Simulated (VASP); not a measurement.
# Au (Fm-3m) in VASP: further runs

Runs on Au. Level: r2SCAN. Tasks: single point.

All numbers are computed with VASP 6.6.1; they aren't measurements. Logs are shortened: lines on timing, memory, paths and dates and some standing lists are left out, and cuts for length are marked.

### Step 1. The cell of the first run

Symmetry: Fm-3m, No. 225, cubic system. The conventional cell has a = 4.123 Å, b = 4.123 Å, c = 4.123 Å, α = 90.00°, β = 90.00°, γ = 90.00°. Within 3.8 Å of Au (site symmetry m-3m) lie 12 Au at 2.92 Å.

### Step 2. Single point, r2SCAN

File POSCAR:

```
Au
1.0
    0.0000000000      2.0615246536      2.0615246536
    2.0615246536      0.0000000000      2.0615246536
    2.0615246536      2.0615246536      0.0000000000
Au
1
Direct
    0.0000000000      0.0000000000      0.0000000000
```

File INCAR.step1:

```
  PREC = Accurate
  ENCUT = 520
  ISMEAR = -1
  SIGMA = 0.1
  LREAL = False
  LASPH = True
  NELM = 60
  NBANDS = 12
  GGA = PE
  ALGO = Normal
  EDIFF = 1E-4
  LWAVE = True
  LCHARG = False
```

File INCAR.step2:

```
  PREC = Accurate
  ENCUT = 520
  EDIFF = 1E-7
  ISMEAR = -1
  SIGMA = 0.1
  LREAL = False
  LASPH = True
  NELM = 60
  ALGO = Normal
  ISIF = 2
  LWAVE = False
  LCHARG = True
  METAGGA = R2SCAN
  LMIXTAU = True
  LELF = True
  LVHAR = True
  NBANDS = 12
  ISTART = 1
```

File KPOINTS:

```
regular mesh
0
Gamma
  2 2 2
```

Potentials or basis: VASP PAW PBE potentials, release 64 (Au).

Started as:

```
cat potpaw_PBE.64/Au/POTCAR > POTCAR
cp INCAR.step1 INCAR
mpirun -np 1 vasp_std > vasp.out
cp INCAR.step2 INCAR
mpirun -np 1 vasp_std > vasp.out
```

OUTCAR:

```text
PREC = Accurate
   ENCUT = 520
   EDIFF = 1E-7
   ISMEAR = -1
   LREAL = False
   LASPH = True
   NELM = 60
   ISIF = 2
   METAGGA = R2SCAN
   ISTART = 1

 ion  position               nearest neighbor table
   1  0.000  0.000  0.000-

  LATTYP: Found a face centered cubic cell.
 ALAT       =     4.1230493072

  Lattice vectors:

 A1 = (   0.0000000000,   2.0615246536,   2.0615246536)
 A2 = (   2.0615246536,   0.0000000000,   2.0615246536)
 A3 = (   2.0615246536,   2.0615246536,   0.0000000000)

Analysis of symmetry for initial positions (statically):
=====================================================================
 Subroutine PRICEL returns:
 Original cell was already a primitive cell.

 Routine SETGRP: Setting up the symmetry group for a
 face centered cubic supercell.

 Subroutine GETGRP returns: Found 48 space group operations
 (whereof 48 operations were pure point group operations)
 out of a pool of 48 trial point group operations.

The static configuration has the point symmetry O_h .

Analysis of symmetry for dynamics (positions and initial velocities):
=====================================================================
 Subroutine PRICEL returns:
 Original cell was already a primitive cell.

 Routine SETGRP: Setting up the symmetry group for a
 face centered cubic supercell.

 Subroutine GETGRP returns: Found 48 space group operations
 (whereof 48 operations were pure point group operations)
 out of a pool of 48 trial point group operations.

The dynamic configuration has the point symmetry O_h .

 Subroutine INISYM returns: Found 48 space group operations
 (whereof 48 operations are pure point group operations),
 and found     1 'primitive' translations

----------------------------------------------------------------------------------------

                                     Primitive cell

  volume of cell :      17.5225

  direct lattice vectors                    reciprocal lattice vectors
     0.000000000  2.061524654  2.061524654    -0.242538938  0.242538938  0.242538938
     2.061524654  0.000000000  2.061524654     0.242538938 -0.242538938  0.242538938
     2.061524654  2.061524654  0.000000000     0.242538938  0.242538938 -0.242538938

  length of vectors
     2.915436124  2.915436124  2.915436124     0.420089763  0.420089763  0.420089763

  position of ions in fractional coordinates (direct lattice)
     0.000000000  0.000000000  0.000000000

  ion indices of the primitive-cell ions
   primitive index   ion index
                 1           1

----------------------------------------------------------------------------------------

 KPOINTS: regular mesh

Automatic generation of k-mesh.
 Grid dimensions read from file:
 generate k-points for:    2    2    2

 Generating k-lattice:

  Cartesian coordinates                     Fractional coordinates (reciprocal lattice)
    -0.121269469  0.121269469  0.121269469     0.500000000  0.000000000  0.000000000
     0.121269469 -0.121269469  0.121269469     0.000000000  0.500000000  0.000000000
     0.121269469  0.121269469 -0.121269469     0.000000000  0.000000000  0.500000000

  Length of vectors
     0.210044882  0.210044882  0.210044882

  Shift w.r.t. Gamma in fractional coordinates (k-lattice)
     0.000000000  0.000000000  0.000000000

 Subroutine IBZKPT returns following result:
 ===========================================

 Found      3 irreducible k-points:

 Following reciprocal coordinates:
            Coordinates               Weight
  0.000000  0.000000  0.000000      1.000000
  0.500000  0.000000  0.000000      4.000000
  0.500000  0.500000  0.000000      3.000000
   k-points           NKPTS =      3   k-points in BZ     NKDIM =      3   number of bands    NBANDS=     12
   number of dos      NEDOS =    301   number of ions     NIONS =      1
   total plane-waves  NPLWV =  13824
   dimension x,y,z NGX =    24 NGY =   24 NGZ =   24
   dimension x,y,z NGXF=    48 NGYF=   48 NGZF=   48
   ions per type =               1
   NGX,Y,Z   is equivalent  to a cutoff of  13.69, 13.69, 13.69 a.u.
   NGXF,Y,Z  is equivalent  to a cutoff of  27.37, 27.37, 27.37 a.u.
 SYSTEM =  unknown system
   PREC   = accura    normal or accurate (medium, high low for compatibility)
   ISTART =      1    job   : 0-new  1-cont  2-samecut
   ICHARG =      0    charge: 1-file 2-atom 10-const
   ISPIN  =      1    spin polarized calculation?
   LNONCOLLINEAR =      F non collinear calculations
   LSORBIT =      F    spin-orbit coupling
   LASPH  =      T    aspherical Exc in radial PAW
   ENCUT  =  520.0 eV  38.22 Ry    6.18 a.u.   5.42  5.42  5.42*2*pi/ulx,y,z
   NELM   =     60;   NELMIN=  2; NELMDL=  0     # of ELM steps
   EDIFF  = 0.1E-06   stopping-criterion for ELM
   LREAL  =      F    real-space projection
   EDIFFG = 0.1E-05   stopping-criterion for IOM
   NSW    =      0    number of steps for IOM
   IBRION =     -1    ionic relax: 0-MD 1-quasi-New 2-CG
   NFREE  =      0    steps in history (QN), initial steepest desc. (CG)
   ISIF   =      2    stress and relaxation
   ISYM   =      2    0-nonsym 1-usesym 2-fastsym
   POTIM  = 0.5000    time-step for ionic-motion
   TEBEG  =    0.0;   TEEND  =   0.0 temperature during run
   PSTRESS=    0.0 pullay stress
   NELECT =      11.0000    total number of electrons
   NUPDOWN=      -1.0000    fix difference up-down
   EMIN   =  10.00;   EMAX   =-10.00  energy-range for DOS
   EFERMI =   0.00;   METHOD = LEGACY
   ISMEAR =    -1;   SIGMA  =   0.10  broadening in eV -4-tet -1-fermi 0-gaus
   EFERMI_NEDOS =   21; number of points for ismear=-14 and -15
   IALGO  =     38    algorithm
   IMIX   =      4    mixing-type and parameters
     AMIX     =   0.40;   BMIX     =  1.00
     AMIX_MAG =   1.60;   BMIX_MAG =  1.00
  volume/ion in A,a.u.               =      17.52       118.25
  Fermi-wavevector in a.u.,A,eV,Ry     =   1.401761  2.648944 26.734535  1.964933
  Thomas-Fermi vector in A             =   2.524590
   LORBIT       =      0    0 simple, 1 ext, 2 COOP (PROOUT), +10 PAW based schemes
   METAGGA = R2SCAN    functional components
   LHFCALC =     F    Hartree Fock is set to
   AEXX    =    0.0000 exact exchange contribution
   IVDW    =     0    specifies the selected vdW correction
   LEPSILON=     F    determine dielectric tensor
   LRPA    =     F    only Hartree local field effects (RPA)
 non-spin polarized calculation
  energy-cutoff  :      520.00
  volume of cell :       17.52
 maximum number of plane-waves:       476
 NGX is ok and might be reduce to    24
   NGX = 11   NGY = 11   NGZ = 11

 number of electron      11.0000001 magnetization

 Free energy of the ion-electron system (eV)
  ---------------------------------------------------
  ext. energy  EPLUGINS =         0.00000000
  ---------------------------------------------------
  free energy    TOTEN  =       -47.38148135 eV

  energy without entropy =      -47.32475417  energy(sigma->0) =      -47.35311776

 E-fermi :   8.3152     XC(G=0): -13.2943

 val. band max:        8.2050063863   @ k =   0.5000   0.0000   0.0000
 cond. band min:      10.3504502394   @ k =   0.5000   0.5000   0.0000
 fundamental gap:      2.1454438531
 Fermi energy:         8.3151978973

 k-point     1 :       0.0000    0.0000    0.0000
  band No.  band energies     occupation
      1      -0.7948      2.00000
      2       4.4987      2.00000
      3       4.4987      2.00000
      4       4.4987      2.00000
      5       6.0251      2.00000
      6       6.0251      2.00000
      7      24.2564      0.00000
      8      28.1721      0.00000
      9      28.1721      0.00000
     10      28.1721      0.00000
     11      32.7913      0.00000
     12      37.6976      0.00000

 k-point     2 :       0.5000    0.0000    0.0000
  band No.  band energies     occupation
      1       1.8704      2.00000
      2       4.4604      2.00000
      3       4.4604      2.00000
      4       7.2127      1.99997
      5       7.2127      1.99997
      6       8.2050      1.50124
      7      12.2166      0.00000
      8      23.5159      0.00000
      9      26.7004      0.00000
     10      26.7004      0.00000
     11      34.5150      0.00000
     12      34.5150      0.00000

 k-point     3 :       0.5000    0.5000    0.0000
  band No.  band energies     occupation
      1       2.0393      2.00000
      2       2.4522      2.00000
      3       7.1796      1.99998
      4       7.5290      1.99923
      5       7.5290      1.99923
      6      10.3505      0.00000
      7      14.8961      0.00000
      8      19.4350      0.00000
      9      19.4350      0.00000
     10      26.3999      0.00000
     11      29.3377      0.00000
     12      37.5173      0.00000

------------------------ aborting loop because EDIFF is reached ----------------------------------------

  FORCE on cell =-STRESS in cart. coord.  units (eV):
  Direction    XX          YY          ZZ          XY          YZ          ZX
  --------------------------------------------------------------------------------------
  -------------------------------------------------------------------------------------
  Total        4.9113780      4.9113780      4.9113780      0.0000000      0.0000000     -0.0000000
  in kB      449.0744487    449.0744487    449.0744487      0.0000000      0.0000000     -0.0000000
  external PRESSURE =     449.0744487 kB  Pullay stress =       0.0000000 kB

 VOLUME and BASIS-vectors are now :
 -----------------------------------------------------------------------------
  energy-cutoff  :      520.00
  volume of cell :       17.52
      direct lattice vectors                 reciprocal lattice vectors
     0.000000000  2.061524654  2.061524654    -0.242538938  0.242538938  0.242538938
     2.061524654  0.000000000  2.061524654     0.242538938 -0.242538938  0.242538938
     2.061524654  2.061524654  0.000000000     0.242538938  0.242538938 -0.242538938

 POSITION                                       TOTAL-FORCE (eV/Angst)
 -----------------------------------------------------------------------------------
      0.00000      0.00000      0.00000        -0.000000      0.000000      0.000000
 -----------------------------------------------------------------------------------
    total drift:                               -0.000000      0.000000     -0.000000

  FREE ENERGIE OF THE ION-ELECTRON SYSTEM (eV)
  ---------------------------------------------------
  free  energy   TOTEN  =       -47.3814813473 eV

  energy  without entropy=      -47.3247541726  energy(sigma->0) =      -47.35311776
```

It took 8.2 s on 1 thread of Intel Xeon 6975P-C (Granite Rapids), shared host; peak memory 0.14 GiB.

What came out:

| Quantity | Value |
| --- | --- |
| Free energy | -47.3815 eV |
| Pressure | 44.9 GPa |

Levels at points of the mesh, in eV from the Fermi level:
```
           k point  band 4  band 5  band 6  band 7  band 8  band 9
(0.00, 0.00, 0.00)   -3.82   -2.29   -2.29   15.94   19.86   19.86
(0.50, 0.00, 0.00)   -1.10   -1.10   -0.11    3.90   15.20   18.39
(0.50, 0.50, 0.00)   -0.79   -0.79    2.04    6.58   11.12   11.12
```

Caveat: the k points lie up to 1.32 Å⁻¹ apart; the PAW data sets were made with another functional, which shifts forces and pressure a little; spin-orbit coupling is left out, which moves the levels of the heavy elements.

### Step 3. Single point, r2SCAN

POSCAR is that of step 2.

File INCAR.step1:

```
SYSTEM = Au
ALGO     = Normal         ! electronic algorithm
EDIFF    = 1E-4           ! SCF threshold, eV
ENCUT    = 520            ! plane-wave cutoff, eV
GGA      = PE             ! functional
ISMEAR   = -1             ! smearing method
LASPH    = .TRUE.         ! aspherical terms in the spheres
LCHARG   = .FALSE.        ! write CHGCAR
LREAL    = .FALSE.        ! projectors in reciprocal space
LWAVE    = .TRUE.         ! write WAVECAR
NBANDS   = 12             ! bands
NELM     = 100            ! most SCF steps
PREC     = Accurate       ! precision mode
SIGMA    = 0.1            ! smearing width, eV
```

File INCAR.step2:

```
SYSTEM = Au
ALGO     = Normal         ! electronic algorithm
EDIFF    = 1E-6           ! SCF threshold, eV
ENCUT    = 520            ! plane-wave cutoff, eV
ISIF     = 2              ! what is computed and relaxed
ISMEAR   = -1             ! smearing method
ISTART   = 1            
LASPH    = .TRUE.         ! aspherical terms in the spheres
LCHARG   = .TRUE.         ! write CHGCAR
LELF     = .TRUE.         ! ELF
LMIXTAU  = .TRUE.       
LREAL    = .FALSE.        ! projectors in reciprocal space
LVHAR    = .TRUE.       
LWAVE    = .FALSE.        ! write WAVECAR
METAGGA  = R2SCAN         ! meta-GGA
NBANDS   = 12             ! bands
NELM     = 100            ! most SCF steps
PREC     = Accurate       ! precision mode
SIGMA    = 0.1            ! smearing width, eV
```

File KPOINTS:

```
k-points
0
G
  3 3 3
  0 0 0
```

Potentials or basis: VASP PAW PBE potentials, release 64 (Au).

Started as:

```
cat potpaw_PBE.64/Au/POTCAR > POTCAR
cp INCAR.step1 INCAR
mpirun -np 1 vasp_std > vasp.out
cp INCAR.step2 INCAR
mpirun -np 1 vasp_std > vasp.out
```

Wall time 7.2 s (1 thread of Intel Xeon 6975P-C (Granite Rapids), shared host); peak memory 0.13 GiB.

The run converged. Its results:

- Free energy: -50.9969 eV
- Pressure: -5.5 GPa

Levels at points of the mesh, in eV from the Fermi level:
| k point | band 4 | band 5 | band 6 | band 7 | band 8 | band 9 |
| --- | --- | --- | --- | --- | --- | --- |
| (0.00, 0.00, 0.00) | -2.50 | -1.05 | -1.05 | 17.68 | 21.65 | 21.65 |

Caveat: the k points lie up to 0.88 Å⁻¹ apart; the PAW data sets were made with another functional, which shifts forces and pressure a little; spin-orbit coupling is left out, which moves the levels of the heavy elements.
